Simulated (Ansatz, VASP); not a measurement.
**Al3H2: VASP beside Ansatz**

```
CELL_PARAMETERS angstrom
-1.48137 1.48137 6.44014
1.48137 -1.48137 6.44014
1.48137 1.48137 -6.44014
ATOMIC_POSITIONS crystal
Al 0.65017 0.65017 0.00000
Al 0.34983 0.34983 0.00000
Al 0.00000 0.00000 0.00000
H 0.25000 0.75000 0.50000
H 0.75000 0.25000 0.50000
```

Alike in both runs: functional PBE; k mesh 14 × 14 × 14; occupations gaussian, width 0.1 eV; no spin polarisation.

Ansatz relaxed the structure, and its values are those at the end. VASP's run is a single point on that final structure, the one shown.

|  | VASP | Ansatz |
| --- | --- | --- |
| version | VASP 6.6.1 | Ansatz 0.2.0 |
| potentials or method | VASP PAW PBE potentials, release 64 (Al, H), cutoff 520 eV | scalar-relativistic, plane waves, PAW |
| valence electrons in the cell | 11 | 11 |

```csv
,VASP,Ansatz,Ansatz less VASP
gap on the k mesh at the Fermi level (eV),none,none,-
pressure (GPa),-0.1,0.0,+0.09
```

A gap of «none» marks a metal or a gap that the smearing closes. With one functional, cell and mesh, what is left measures potentials, basis and numerics.
